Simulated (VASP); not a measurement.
# WS2 (P6_3/mmc) in VASP: further runs, part 2 of 2

VASP 6.6.1. Earlier steps stand in the parts before.

## Step 3: Single point, r2SCAN

The input, POSCAR:

```
WS2
1.0
    3.1699447461      0.0000000000      0.0000000000
   -1.5849723731      2.7452526787      0.0000000000
    0.0000000000      0.0000000000     12.4911159820
W S
2 4
Direct
    0.3333333333      0.6666666667      0.2500000000
    0.6666666667      0.3333333333      0.7500000000
    0.3333333333      0.6666666667      0.6248924639
    0.6666666667      0.3333333333      0.1248924639
    0.3333333333      0.6666666667      0.8751075361
    0.6666666667      0.3333333333      0.3751075361
```

The input, INCAR.step1:

```
SYSTEM = WS2
  PREC = Accurate
  ENCUT = 520
  ISMEAR = 0
  SIGMA = 0.01
  LREAL = .False.
  LASPH = .True.
  NELM = 100
  NBANDS = 35
  GGA = PE
  ALGO = Normal
  EDIFF = 1E-4
  LWAVE = .True.
  LCHARG = .False.
```

The input, INCAR.step2:

```
SYSTEM = WS2
  PREC = Accurate
  ENCUT = 520
  EDIFF = 1E-6
  ISMEAR = 0
  SIGMA = 0.01
  LREAL = .False.
  LASPH = .True.
  NELM = 100
  ALGO = Normal
  ISIF = 2
  LWAVE = .False.
  LCHARG = .False.
  METAGGA = R2SCAN
  LMIXTAU = .True.
  NBANDS = 35
  ISTART = 1
```

The input, KPOINTS:

```
Automatic mesh
0
Gamma
  12 12 2
  0 0 0
```

Potentials or basis: VASP PAW PBE potentials, release 64 (W_sv, S).

Started as:

```console
> cat potpaw_PBE.64/W_sv/POTCAR potpaw_PBE.64/S/POTCAR > POTCAR
> cp INCAR.step1 INCAR
> mpirun -np 1 vasp_std > vasp.out
> cp INCAR.step2 INCAR
> mpirun -np 1 vasp_std > vasp.out
```

OUTCAR:

```text
SYSTEM = WS2
   PREC = Accurate
   ENCUT = 520
   EDIFF = 1E-6
   ISMEAR = 0
   LREAL = .False.
   LASPH = .True.
   NELM = 100
   ISIF = 2
   METAGGA = R2SCAN
   ISTART = 1

 ion  position               nearest neighbor table
   1  0.333  0.667  0.250-   4 2.41   6 2.41   4 2.41   6 2.41   4 2.41   6 2.41
   2  0.667  0.333  0.750-   3 2.41   5 2.41   3 2.41   5 2.41   3 2.41   5 2.41
   3  0.333  0.667  0.625-   2 2.41   2 2.41   2 2.41
   4  0.667  0.333  0.125-   1 2.41   1 2.41   1 2.41
   5  0.333  0.667  0.875-   2 2.41   2 2.41   2 2.41
   6  0.667  0.333  0.375-   1 2.41   1 2.41   1 2.41

  LATTYP: Found a hexagonal cell.
 ALAT       =     3.1699447461
 C/A-ratio  =     3.9404838199

  Lattice vectors:

 A1 = (   3.1699447461,   0.0000000000,   0.0000000000)
 A2 = (  -1.5849723731,   2.7452526787,   0.0000000000)
 A3 = (   0.0000000000,   0.0000000000,  12.4911159820)

Analysis of symmetry for initial positions (statically):
=====================================================================
 Subroutine PRICEL returns:
 Original cell was already a primitive cell.

 Routine SETGRP: Setting up the symmetry group for a
 hexagonal supercell.
[... 175 lines left out ...]

  energy without entropy =     -140.14081193  energy(sigma->0) =     -140.14081193

 E-fermi :   7.3030     XC(G=0): -11.5206

 val. band max:        7.0662623178   @ k =   0.0000   0.0000   0.0000
 cond. band min:       8.2345037132   @ k =   0.1667   0.1667   0.0000
 fundamental gap:      1.1682413954
 Fermi energy:         7.3030020280

 k-point     1 :       0.0000    0.0000    0.0000
  band No.  band energies     occupation
      1     -69.5291      2.00000
      2     -69.5291      2.00000
      3     -33.1269      2.00000
      4     -33.1268      2.00000
      5     -32.9597      2.00000
      6     -32.9597      2.00000
[... 901 lines left out ...]
     34      11.1610      0.00000
     35      13.4840      0.00000

 [... further k-points ...]
[... 5 lines left out ...]
  --------------------------------------------------------------------------------------
  -------------------------------------------------------------------------------------
  Total        1.0406129      1.0406129      0.8529389     -0.0000000      0.0000000      0.0000000
  in kB       15.3378511     15.3378511     12.5716780     -0.0000000      0.0000000      0.0000000
  external PRESSURE =      14.4157934 kB  Pullay stress =       0.0000000 kB

 VOLUME and BASIS-vectors are now :
 -----------------------------------------------------------------------------
  energy-cutoff  :      520.00
  volume of cell :      108.70
      direct lattice vectors                 reciprocal lattice vectors
     3.169944746  0.000000000  0.000000000     0.315462912  0.182132597  0.000000000
    -1.584972373  2.745252679  0.000000000     0.000000000  0.364265194  0.000000000
     0.000000000  0.000000000 12.491115982     0.000000000  0.000000000  0.080056898

 POSITION                                       TOTAL-FORCE (eV/Angst)
 -----------------------------------------------------------------------------------
     -0.00000      1.83017      3.12278        -0.000000     -0.000000      0.000000
      1.58497      0.91508      9.36834         0.000000     -0.000000      0.000000
     -0.00000      1.83017      7.80560        -0.000000     -0.000000      0.029585
      1.58497      0.91508      1.56005         0.000000      0.000000      0.029585
     -0.00000      1.83017     10.93107        -0.000000     -0.000000     -0.029585
      1.58497      0.91508      4.68551        -0.000000      0.000000     -0.029585
 -----------------------------------------------------------------------------------
    total drift:                               -0.000000      0.000000     -0.000000

  FREE ENERGIE OF THE ION-ELECTRON SYSTEM (eV)
  ---------------------------------------------------
  free  energy   TOTEN  =      -140.1408119333 eV

  energy  without entropy=     -140.1408119333  energy(sigma->0) =     -140.14081193
```

OUTCAR.step1:

```text
SYSTEM = WS2
   PREC = Accurate
   ENCUT = 520
   ISMEAR = 0
   LREAL = .False.
   LASPH = .True.
   NELM = 100
[... 1151 lines left out ...]
      1.58497      0.91508      1.56005        -0.000000      0.000000     -0.192768
     -0.00000      1.83017     10.93107         0.000000      0.000000      0.192768
      1.58497      0.91508      4.68551        -0.000000      0.000000      0.192768
 -----------------------------------------------------------------------------------
    total drift:                               -0.000000      0.000000     -0.000000

  FREE ENERGIE OF THE ION-ELECTRON SYSTEM (eV)
  ---------------------------------------------------
  free  energy   TOTEN  =       -47.2700991367 eV

  energy  without entropy=      -47.2700991367  energy(sigma->0) =      -47.27009914
```

OSZICAR.step1:

```text
N       E                     dE             d eps       ncg     rms          rms(c)
DAV:   1     0.516324803087E+03    0.51632E+03   -0.28383E+04  2916   0.148E+03
DAV:   2    -0.155198271106E+02   -0.53184E+03   -0.51337E+03  3070   0.409E+02
DAV:   3    -0.491445374547E+02   -0.33625E+02   -0.33049E+02  3295   0.977E+01
DAV:   4    -0.499733942641E+02   -0.82886E+00   -0.82547E+00  3215   0.160E+01
DAV:   5    -0.499904348854E+02   -0.17041E-01   -0.17031E-01  3212   0.245E+00    0.380E+01
DAV:   6    -0.476268310672E+02    0.23636E+01   -0.83520E+00  3010   0.194E+01    0.164E+01
DAV:   7    -0.474035611897E+02    0.22327E+00   -0.25323E+00  2903   0.830E+00    0.671E+00
DAV:   8    -0.472703377179E+02    0.13322E+00   -0.38142E-01  3037   0.425E+00    0.209E+00
DAV:   9    -0.472726889478E+02   -0.23512E-02   -0.47238E-02  3179   0.113E+00    0.114E+00
DAV:  10    -0.472706282160E+02    0.20607E-02   -0.24886E-02  3144   0.100E+00    0.385E-01
DAV:  11    -0.472701137743E+02    0.51444E-03   -0.43725E-03  2887   0.397E-01    0.180E-01
DAV:  12    -0.472700991367E+02    0.14638E-04   -0.16650E-04  1982   0.756E-02
   1 F= -.47270099E+02 E0= -.47270099E+02  d E =-.370918E-38
```

Wall time 5.2 min (1 thread of Intel Xeon Platinum 8488C (Sapphire Rapids), shared host); peak memory 0.3 GiB.

What came out:

- Free energy: -140.1408 eV
- Pressure: 1.4 GPa
- Largest force: 0.030 eV/Å
- Band gap on the k mesh: 1.17 eV (least direct gap 1.90 eV)

Forces on the atoms (eV/Å):
```
W    0.000  0.000  0.000
W    0.000  0.000  0.000
S    0.000  0.000  0.030
S    0.000  0.000  0.030
S    0.000  0.000 -0.030
S    0.000  0.000 -0.030
```

Caveat: the PAW data sets were made with another functional, which shifts forces and pressure a little; spin-orbit coupling is left out, which moves the levels of the heavy elements.
